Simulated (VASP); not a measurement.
# SmO5 (P6/mmm) in VASP: a series of runs

SmO5 is run at these levels: PBE; tasks: single point.

Program: VASP 6.6.1. These are calculated values, not measurements. Logs are shortened: lines on timing, memory, paths and dates and some standing lists are left out, and cuts for length are marked.

## Step 1: The cell of the first run

The structure is hexagonal, space group P6/mmm (No. 191). Conventional cell: a = 3.918 Å, b = 3.918 Å, c = 5.797 Å, α = 90.00°, β = 90.00°, γ = 120.00°. Sm (site symmetry 6/mmm) has 6 O at 2.26 Å within 3.0 Å. Within 3.2 Å of O (site symmetry -6m2) lie 9 O at 2.26 to 3.11 Å and 3 Sm at 2.26 Å. Within 2.6 Å of O (site symmetry mmm) lie 4 O at 1.96 Å.

The cell was built from a structure type or drawn by symmetry, and may not be a known phase.

## Step 2: Single point, PBE

INCAR

```
PREC = Accurate ; ENCUT = 600
EDIFF = 1E-6 ; ISMEAR = 0
SIGMA = 0.1 ; LREAL = False
LASPH = True ; NELM = 200
ALGO = Normal ; ISIF = 2
LWAVE = False ; LCHARG = False
GGA = PE ; NBANDS = 30
GGA_COMPAT = False ; LMAXMIX = 6
```

KPOINTS

```
regular mesh
0
Gamma
  12 12 8
```

POSCAR

```
SmO5
1.0
    3.9180477412      0.0000000000      0.0000000000
   -1.9590238706      3.3931288771      0.0000000000
    0.0000000000      0.0000000000      5.7969531662
Sm O
1 5
Direct
    0.0000000000      0.0000000000      0.0000000000
    0.3333333333      0.6666666667      0.0000000000
    0.6666666667      0.3333333333      0.0000000000
    0.5000000000      0.0000000000      0.5000000000
    0.5000000000      0.5000000000      0.5000000000
    0.0000000000      0.5000000000      0.5000000000
```

Potentials or basis: VASP PAW PBE potentials, release 64 (Sm_3, O), 4f in core.

Command:

```sh
> cat potpaw_PBE.64/Sm_3/POTCAR potpaw_PBE.64/O/POTCAR > POTCAR
> mpirun -np 1 vasp_std > vasp.out
```

OUTCAR:

```text
PREC = Accurate
   ENCUT = 600
   EDIFF = 1E-6
   ISMEAR = 0
   LREAL = False
   LASPH = True
   NELM = 200
   ISIF = 2
   GGA = PE

 ion  position               nearest neighbor table
   1  0.000  0.000  0.000-   2 2.26   3 2.26   2 2.26   3 2.26   3 2.26   2 2.26
   2  0.333  0.667  0.000-   1 2.26   1 2.26   1 2.26
   3  0.667  0.333  0.000-   1 2.26   1 2.26   1 2.26
   4  0.500  0.000  0.500-   5 1.96   6 1.96   5 1.96   6 1.96
   5  0.500  0.500  0.500-   4 1.96   4 1.96   6 1.96   6 1.96
   6  0.000  0.500  0.500-   4 1.96   4 1.96   5 1.96   5 1.96

  LATTYP: Found a hexagonal cell.
 ALAT       =     3.9180477412
 C/A-ratio  =     1.4795514371

  Lattice vectors:

 A1 = (   3.9180477412,   0.0000000000,   0.0000000000)
 A2 = (  -1.9590238706,   3.3931288771,   0.0000000000)
 A3 = (   0.0000000000,   0.0000000000,   5.7969531662)

Analysis of symmetry for initial positions (statically):
=====================================================================
 Subroutine PRICEL returns:
 Original cell was already a primitive cell.

 Routine SETGRP: Setting up the symmetry group for a
 hexagonal supercell.

 Subroutine GETGRP returns: Found 24 space group operations
 (whereof 24 operations were pure point group operations)
 out of a pool of 24 trial point group operations.

The static configuration has the point symmetry D_6h.

Analysis of symmetry for dynamics (positions and initial velocities):
=====================================================================
 Subroutine PRICEL returns:
 Original cell was already a primitive cell.

 Routine SETGRP: Setting up the symmetry group for a
 hexagonal supercell.

 Subroutine GETGRP returns: Found 24 space group operations
 (whereof 24 operations were pure point group operations)
 out of a pool of 24 trial point group operations.

The dynamic configuration has the point symmetry D_6h.

 Subroutine INISYM returns: Found 24 space group operations
 (whereof 24 operations are pure point group operations),
 and found     1 'primitive' translations

----------------------------------------------------------------------------------------

                                     Primitive cell

  volume of cell :      77.0673

  direct lattice vectors                    reciprocal lattice vectors
     3.918047741  0.000000000  0.000000000     0.255229151  0.147356619  0.000000000
    -1.959023871  3.393128877  0.000000000     0.000000000  0.294713238  0.000000000
     0.000000000  0.000000000  5.796953166     0.000000000  0.000000000  0.172504412

  length of vectors
     3.918047741  3.918047741  5.796953166     0.294713238  0.294713238  0.172504412

  position of ions in fractional coordinates (direct lattice)
     0.000000000  0.000000000  0.000000000
     0.333333333  0.666666667  0.000000000
     0.666666667  0.333333333  0.000000000
     0.500000000  0.000000000  0.500000000
     0.500000000  0.500000000  0.500000000
     1.000000000  0.500000000  0.500000000

  ion indices of the primitive-cell ions
   primitive index   ion index
                 1           1
                 2           2
                 3           3
                 4           4
                 5           5
                 6           6

----------------------------------------------------------------------------------------

 KPOINTS: regular mesh

Automatic generation of k-mesh.
 Grid dimensions read from file:
 generate k-points for:   12   12    8

 Generating k-lattice:

  Cartesian coordinates                     Fractional coordinates (reciprocal lattice)
     0.021269096  0.012279718  0.000000000     0.083333333  0.000000000  0.000000000
     0.000000000  0.024559437  0.000000000     0.000000000  0.083333333  0.000000000
     0.000000000  0.000000000  0.021563052     0.000000000  0.000000000  0.125000000

  Length of vectors
     0.024559437  0.024559437  0.021563052

  Shift w.r.t. Gamma in fractional coordinates (k-lattice)
     0.000000000  0.000000000  0.000000000

 Subroutine IBZKPT returns following result:
 ===========================================

 Found     95 irreducible k-points:

 Following reciprocal coordinates:
            Coordinates               Weight
  0.000000  0.000000  0.000000      1.000000
  0.083333 -0.000000  0.000000      6.000000
  0.166667 -0.000000  0.000000      6.000000
  0.250000 -0.000000  0.000000      6.000000
  0.333333 -0.000000  0.000000      6.000000
  0.416667  0.000000  0.000000      6.000000
[... 16 lines left out ...]
  0.250000 -0.000000  0.125000     12.000000
  0.333333 -0.000000  0.125000     12.000000
 [... further k-points ...]
   k-points           NKPTS =     95   k-points in BZ     NKDIM =     95   number of bands    NBANDS=     30
   number of dos      NEDOS =    301   number of ions     NIONS =      6
   total plane-waves  NPLWV =  49152
   dimension x,y,z NGX =    32 NGY =   32 NGZ =   48
   dimension x,y,z NGXF=    64 NGYF=   64 NGZF=   96
   ions per type =               1   5
   NGX,Y,Z   is equivalent  to a cutoff of  13.58, 13.58, 13.77 a.u.
   NGXF,Y,Z  is equivalent  to a cutoff of  27.16, 27.16, 27.53 a.u.
 SYSTEM =  unknown system
   PREC   = accura    normal or accurate (medium, high low for compatibility)
   ISTART =      0    job   : 0-new  1-cont  2-samecut
   ICHARG =      2    charge: 1-file 2-atom 10-const
   ISPIN  =      1    spin polarized calculation?
   LNONCOLLINEAR =      F non collinear calculations
   LSORBIT =      F    spin-orbit coupling
   LASPH  =      T    aspherical Exc in radial PAW
   ENCUT  =  600.0 eV  44.10 Ry    6.64 a.u.   7.83  7.83 11.58*2*pi/ulx,y,z
   NELM   =    200;   NELMIN=  2; NELMDL= -5     # of ELM steps
   EDIFF  = 0.1E-05   stopping-criterion for ELM
   LREAL  =      F    real-space projection
   EDIFFG = 0.1E-04   stopping-criterion for IOM
   NSW    =      0    number of steps for IOM
   IBRION =     -1    ionic relax: 0-MD 1-quasi-New 2-CG
   NFREE  =      0    steps in history (QN), initial steepest desc. (CG)
   ISIF   =      2    stress and relaxation
   ISYM   =      2    0-nonsym 1-usesym 2-fastsym
   POTIM  = 0.5000    time-step for ionic-motion
   TEBEG  =    0.0;   TEEND  =   0.0 temperature during run
   PSTRESS=    0.0 pullay stress
   NELECT =      41.0000    total number of electrons
   NUPDOWN=      -1.0000    fix difference up-down
   EMIN   =  10.00;   EMAX   =-10.00  energy-range for DOS
   EFERMI =   0.00;   METHOD = LEGACY
   ISMEAR =     0;   SIGMA  =   0.10  broadening in eV -4-tet -1-fermi 0-gaus
   EFERMI_NEDOS =   21; number of points for ismear=-14 and -15
   IALGO  =     38    algorithm
   IMIX   =      4    mixing-type and parameters
     AMIX     =   0.40;   BMIX     =  1.00
     AMIX_MAG =   1.60;   BMIX_MAG =  1.00
  volume/ion in A,a.u.               =      12.84        86.68
  Fermi-wavevector in a.u.,A,eV,Ry     =   1.326517  2.506754 23.941456  1.759647
  Thomas-Fermi vector in A             =   2.455898
   LORBIT       =      0    0 simple, 1 ext, 2 COOP (PROOUT), +10 PAW based schemes
   GGA     = PE    functional components
   LHFCALC =     F    Hartree Fock is set to
   AEXX    =    0.0000 exact exchange contribution
   IVDW    =     0    specifies the selected vdW correction
   LEPSILON=     F    determine dielectric tensor
   LRPA    =     F    only Hartree local field effects (RPA)
 non-spin polarized calculation
 Gauss-broadening in eV      SIGMA  =   0.10
  energy-cutoff  :      600.00
  volume of cell :       77.07
 maximum number of plane-waves:      2602
 NGX is ok and might be reduce to    32
   NGX = 15   NGY = 15   NGZ = 23

 number of electron      40.9999997 magnetization

 Free energy of the ion-electron system (eV)
  ---------------------------------------------------
  ext. energy  EPLUGINS =         0.00000000
  ---------------------------------------------------
  free energy    TOTEN  =       -30.23895429 eV

  energy without entropy =      -30.17498855  energy(sigma->0) =      -30.20697142

 E-fermi :   0.5509     XC(G=0): -10.1453

 val. band max:        0.5506997926   @ k =   0.3333   0.1667   0.5000
 cond. band min:       0.5532502272   @ k =   0.0000   0.0000   0.1250
 fundamental gap:      0.0025504346
 Fermi energy:         0.5509430877

 k-point     1 :       0.0000    0.0000    0.0000
  band No.  band energies     occupation
      1     -38.2607      2.00000
      2     -19.1140      2.00000
      3     -17.8377      2.00000
      4     -17.6110      2.00000
      5     -17.6110      2.00000
      6     -17.1401      2.00000
[... 22 lines left out ...]
     29      12.2917      0.00000
     30      12.7276      0.00000

 k-point     2 :       0.0833   -0.0000    0.0000
  band No.  band energies     occupation
      1     -38.2571      2.00000
      2     -19.0693      2.00000
      3     -18.1111      2.00000
      4     -17.8329      2.00000
      5     -17.6259      2.00000
      6     -16.5760      2.00000
[... 22 lines left out ...]
     29      12.2626      0.00000
     30      12.5339      0.00000

 k-point     3 :       0.1667   -0.0000    0.0000
  band No.  band energies     occupation
      1     -38.2474      2.00000
      2     -18.9714      2.00000
      3     -18.6554      2.00000
      4     -17.8198      2.00000
      5     -17.6661      2.00000
      6     -15.8631      2.00000
[... 22 lines left out ...]
     29      11.9718      0.00000
     30      12.1768      0.00000

 k-point     4 :       0.2500   -0.0000    0.0000
  band No.  band energies     occupation
      1     -38.2341      2.00000
      2     -19.2438      2.00000
      3     -18.6368      2.00000
      4     -17.8020      2.00000
      5     -17.7200      2.00000
      6     -15.5697      2.00000
[... 616 lines left out ...]
     29      11.9393      0.00000
     30      12.1057      0.00000

 k-point    23 :       0.2500   -0.0000    0.1250
  band No.  band energies     occupation
      1     -38.2341      2.00000
      2     -19.2398      2.00000
      3     -18.6473      2.00000
      4     -17.7951      2.00000
      5     -17.7199      2.00000
      6     -15.5672      2.00000
[... 22 lines left out ...]
     29      11.3332      0.00000
     30      11.7977      0.00000

 k-point    24 :       0.3333   -0.0000    0.1250
  band No.  band energies     occupation
      1     -38.2207      2.00000
      2     -19.5896      2.00000
      3     -18.3535      2.00000
      4     -17.7779      2.00000
      5     -17.7726      2.00000
      6     -15.8443      2.00000
[... 22 lines left out ...]
     29      11.3245      0.00000
     30      11.3484      0.00000

 [... further k-points ...]
[... 5 lines left out ...]
  --------------------------------------------------------------------------------------
  -------------------------------------------------------------------------------------
  Total        0.5155653      0.5155653     -0.1225218      0.0000000      0.0000000     -0.0000000
  in kB       10.7182623     10.7182623     -2.5471480      0.0000000      0.0000000     -0.0000000
  external PRESSURE =       6.2964589 kB  Pullay stress =       0.0000000 kB

 VOLUME and BASIS-vectors are now :
 -----------------------------------------------------------------------------
  energy-cutoff  :      600.00
  volume of cell :       77.07
      direct lattice vectors                 reciprocal lattice vectors
     3.918047741  0.000000000  0.000000000     0.255229151  0.147356619  0.000000000
    -1.959023871  3.393128877  0.000000000     0.000000000  0.294713238  0.000000000
     0.000000000  0.000000000  5.796953166     0.000000000  0.000000000  0.172504412

 POSITION                                       TOTAL-FORCE (eV/Angst)
 -----------------------------------------------------------------------------------
      0.00000      0.00000      0.00000        -0.000000      0.000000      0.000000
     -0.00000      2.26209      0.00000         0.000000     -0.000000      0.000000
      1.95902      1.13104      0.00000         0.000000      0.000000      0.000000
      1.95902      0.00000      2.89848        -0.000000      0.000000      0.000000
      0.97951      1.69656      2.89848        -0.000000      0.000000      0.000000
     -0.97951      1.69656      2.89848        -0.000000      0.000000      0.000000
 -----------------------------------------------------------------------------------
    total drift:                               -0.000000      0.000000     -0.000000

  FREE ENERGIE OF THE ION-ELECTRON SYSTEM (eV)
  ---------------------------------------------------
  free  energy   TOTEN  =       -30.2389542948 eV

  energy  without entropy=      -30.1749885517  energy(sigma->0) =      -30.20697142
```

It took 2.4 min on 1 thread of Intel Xeon 6975P-C (Granite Rapids), shared host; peak memory 0.36 GiB.

What came out:

* Free energy: -30.2390 eV
* Pressure: 0.6 GPa
* Band gap on the k mesh: zero (an odd number of electrons rules out a gap without spin polarisation)

Stress tensor (GPa, compression positive):
```
 1.07  0.00  0.00
 0.00  1.07  0.00
 0.00  0.00 -0.25
```

Caveat: spin-orbit coupling is left out, which moves the levels of the heavy elements; the 4f electrons are frozen in the core, so they carry no moment and show no levels; an odd number of electrons without spin polarisation forces a metal; a magnetic or distorted state may lie lower; the run has no spin polarisation, though such a crystal can be magnetic. Spin polarisation is off, so any magnetic state and its effect on volume and gap are missing.

## Step 3: Single point, PBE

INCAR

```
SYSTEM = SmO5
PREC = Accurate
ENCUT = 600
EDIFF = 1E-6
ISMEAR = 0
SIGMA = 0.1
LREAL = .False.
LASPH = .True.
NELM = 200
ALGO = Normal
ISIF = 2
LWAVE = .False.
LCHARG = .False.
GGA = PE
NBANDS = 30
GGA_COMPAT = .False.
LMAXMIX = 6
```

KPOINTS

```
regular mesh
0
Gamma
  12 12 8
  0 0 0
```

POSCAR is that of step 2.

Potentials or basis: VASP PAW PBE potentials, release 64 (Sm_3, O), 4f in core.

Command:

```sh
> cat potpaw_PBE.64/Sm_3/POTCAR potpaw_PBE.64/O/POTCAR > POTCAR
> mpirun -np 1 vasp_std > vasp.out
```

Wall time 2.3 min (1 thread of Intel Xeon 6975P-C (Granite Rapids), shared host); peak memory 0.35 GiB.

Results (log left out):

```
Free energy            : -30.2390 eV
Pressure               : 0.6 GPa
Band gap on the k mesh : zero (an odd number of electrons rules out a gap without spin polarisation)
```

Stress tensor (GPa, compression positive):
```
 1.07  0.00  0.00
 0.00  1.07  0.00
 0.00  0.00 -0.25
```

Levels at points of the mesh, in eV from the Fermi level:
```tsv
k point	band 17	band 18	band 19	band 20	band 21	band 22	band 23	band 24	band 25	band 26
(0.00, 0.00, 0.00)	-0.09	0.00	0.00	0.89	0.89	2.42	3.44	3.44	4.30	6.06
(0.50, 0.00, 0.00)	-1.12	-0.97	-0.86	-0.59	-0.49	-0.37	-0.15	3.22	5.60	5.69
(0.00, 0.00, 0.50)	-0.06	0.04	0.04	0.89	0.89	2.42	3.43	3.43	5.72	6.22
(0.50, 0.00, 0.50)	-1.14	-0.95	-0.88	-0.84	-0.61	-0.48	-0.04	3.23	5.59	5.74
```

Caveat: spin-orbit coupling is left out, which moves the levels of the heavy elements; the 4f electrons are frozen in the core, so they carry no moment and show no levels; an odd number of electrons without spin polarisation forces a metal; a magnetic or distorted state may lie lower; the run has no spin polarisation, though such a crystal can be magnetic. With open d or f shells a metallic result of PBE can be an artefact of self-interaction; +U or a hybrid may open a gap.
